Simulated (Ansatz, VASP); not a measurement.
**Two plane-wave programs on BaTiO3**

```xyz
5
Lattice="3.9598 0.0000 0.0000 0.0000 3.9598 0.0000 0.0000 0.0000 4.0180" Properties=species:S:1:pos:R:3 pbc="T T T"
Ba    0.0000    0.0000    0.0000
Ti    1.9799    1.9799    1.9367
O     1.9799    1.9799    0.0643
O     1.9799    0.0000    2.0693
O     0.0000    1.9799    2.0693
```

Change from the starting cell: equal xx and yy strain of -1 %, PAW files.

Alike in both runs: task electric field gradients; functional PBEsol; k mesh 7 × 7 × 7; occupations fermi-dirac, width 0.08 eV; no spin polarisation.

```csv
,VASP,Ansatz
version,VASP 6.6.1,Ansatz 0.2.0
potentials or method,"VASP PAW PBE potentials, release 64 (Ba_sv, Ti_sv, O)","PAW with Ansatz's default frozen-core files, scalar-relativistic"
plane-wave cutoff (eV),520,420
valence electrons in the cell,40,40
```

|  | VASP | Ansatz | Ansatz less VASP |
| --- | --- | --- | --- |
| pressure (GPa) | 1.7 | -0.2 | -1.96 |
| traceless stress, the component that is largest in VASP (GPa) | -0.27 | -0.29 | -0.021 |
| rms of the force components (eV/Å) | 0.102 | 0.108 | +0.0065 |
| size of Vzz on the site where it differs most (V/Å²) | 6.3 | 7.5 | +1.13 |

VASP's potentials were made for PBE, not for PBEsol. Atom by atom the forces differ by 0.016 eV/Å (rms over components).

Spin-orbit coupling is off throughout.
